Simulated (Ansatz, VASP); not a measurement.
**Two plane-wave programs on MgO**

The input POSCAR:

```
MgO
1.0
    3.2882172536      0.0000000000      0.0000000000
   -1.6441086268      2.8476796748      0.0000000000
    0.0000000000      0.0000000000      4.9336788147
Mg O
2 2
Direct
    0.3333333333      0.6666666667     -0.0132222247
    0.6666666667      0.3333333333      0.4867777753
    0.3333333333      0.6666666667      0.3882222247
    0.6666666667      0.3333333333      0.8882222247
```

INCAR.step1

```
PREC = Accurate
ENCUT = 520
EDIFF = 1E-5
ISMEAR = 0
SIGMA = 0.01
LREAL = False
LASPH = True
NELM = 80
ALGO = Normal
ISIF = 2
LWAVE = True
GGA = PE
NBANDS = 16
```

File INCAR.step2:

```
PREC = Accurate
ENCUT = 520
EDIFF = 1E-6
ISMEAR = 0
SIGMA = 0.01
LREAL = False
LASPH = True
NELM = 80
ALGO = Normal
ISIF = 2
LWAVE = False
LCHARG = True
GGA = PE
LHFCALC = True
HFSCREEN = 0.2079
PRECFOCK = Normal
LELF = True
LVHAR = True
ISTART = 1
NBANDS = 16
```

Contents of KPOINTS:

```
Automatic mesh
0
Gamma
  6 6 4
```

Input for Ansatz:

```yaml
crystal:
  lattice:
    - [3.2882172536, 0.0, 0.0]
    - [-1.6441086268, 2.8476796748, 0.0]
    - [0.0, 0.0, 4.9336788147]
  atoms:
    - { symbol: Mg, position: [0.3333333333, 0.6666666667, -0.0132222247] }
    - { symbol: Mg, position: [0.6666666667, 0.3333333333, 0.4867777753] }
    - { symbol: O, position: [0.3333333333, 0.6666666667, 0.3882222247] }
    - { symbol: O, position: [0.6666666667, 0.3333333333, 0.8882222247] }
kpoints:
  mp_grid: { grid: [6, 6, 4] }
  band_path:
    path:
      - [0.0, 0.0, 0.0]
      - [0.5, 0.0, 0.0]
      - [0.3333333333, 0.3333333333, 0.0]
      - [0.0, 0.0, 0.5]
      - [0.5, 0.0, 0.5]
      - [0.3333333333, 0.3333333333, 0.5]
    npoints: 1
hamiltonian:
  xc: hse06
scf:
  occupations: { method: fixed }
  n_extra_bands: 5
output:
  forces: true
  stress: true
  eigenvalues: true
  write_density: true
  write_potential: true
  elf: true
  volumetric_format: npy
```

Change from the starting cell: uniaxial_z strain -2.0%.

Alike in both runs: task single point; functional HSE06; k mesh 6 × 6 × 4; no spin polarisation.

|  | VASP | Ansatz |
| --- | --- | --- |
| version | VASP 6.6.1 | Ansatz 0.2.0 |
| potentials or method | VASP PAW PBE potentials, release 64 (Mg, O) | plane waves, PAW |
| plane-wave cutoff (eV) | 520 | 420 |
| occupations | gaussian, width 0.01 eV | fixed |
| valence electrons in the cell | 16 | 32 |

|  | VASP | Ansatz | Ansatz less VASP |
| --- | --- | --- | --- |
| gap on the k mesh at the Fermi level (eV) | 5.16 | 5.19 | +0.030 |
| pressure (GPa) | 2.1 | 2.2 | +0.05 |
| traceless stress, the component that is largest in VASP (GPa) | 0.17 | 0.16 | -0.014 |
| rms of the force components (eV/Å) | 0.004 | 0.004 | +0.0009 |

Atom by atom the forces differ by 0.001 eV/Å (rms over components). VASP's potentials hold 16 valence electrons a cell and Ansatz's 32, so a difference there can come from the potentials and not from the codes. Ansatz's warnings: stress exchange threshold loose, stress scf threshold loose.
